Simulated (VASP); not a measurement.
Runs of VASP 6.6.1 on Tc. The structure is that of space group Fm-3m (No. 225), or close to it. The cells are those of the table. This isn't the form of Tc at room conditions, which is hcp.

| level | spin | U | cell | k mesh | smearing | grid for exact exchange (PRECFOCK) | share of exact exchange | pressure (GPa) | moment (μB) |
| --- | --- | --- | --- | --- | --- | --- | --- | --- | --- |
| RPBE+U | non-collinear, zero start, SOC | Tc d U = 2.0 eV | a = 2.758 Å, angles 60.0°, 1 atom | 12 × 12 × 12 | methfessel-paxton 0.01 eV | - | - | -3.0 | 0.00 |
| BLYP+D3(BJ) | non-collinear, zero start, SOC | - | a = 2.758 Å, angles 60.0°, 1 atom | 12 × 12 × 12 | tetrahedron | - | - | -10.4 | 0.00 |
| PBE+U | non-collinear, zero start, SOC | Tc d U = 8.0 eV | a = 2.720 Å, angles 60.0°, 1 atom | 9 × 9 × 9 | fermi-dirac 0.05 eV | - | - | (a) | 0.00 |
| PBE+U | non-collinear, zero start, SOC | Tc d U = 8.0 eV | a = 2.794 Å, angles 60.0°, 1 atom | 9 × 9 × 9 | fermi-dirac 0.05 eV | - | - | 7.4 | 0.00 |
| r2SCANh | off | - | a = 2.758 Å, angles 60.0°, 1 atom | 7 × 7 × 7 | gaussian 0.025 eV | Normal | 0.1 | (b) | - |
| PBE+U | non-collinear, zero start, SOC | Tc d U = 8.0 eV | a = 2.812 Å, angles 60.0°, 1 atom | 9 × 9 × 9 | fermi-dirac 0.05 eV | - | - | 5.6 | 0.00 |
| PBE+U | non-collinear, zero start, SOC | Tc d U = 8.0 eV | a = 2.701 Å, angles 60.0°, 1 atom | 9 × 9 × 9 | fermi-dirac 0.05 eV | - | - | 22.8 | 0.00 |

Alike in all rows: task single point; cutoff (eV) 520.

Question: Fill in the values left out.

Answer: (a) 18.0; (b) -14.7.

Caveats: some runs use coarse meshes; the U is typed as a test and isn't derived for this compound (at least some runs); the cell stands under pressure (at least some runs); the PAW data sets were made with another functional, which shifts forces and pressure a little (at least some runs); the cell stands under tension (at least some runs); the dispersion term is far too large for a dense solid, which distorts pressure and volume (at least some runs).
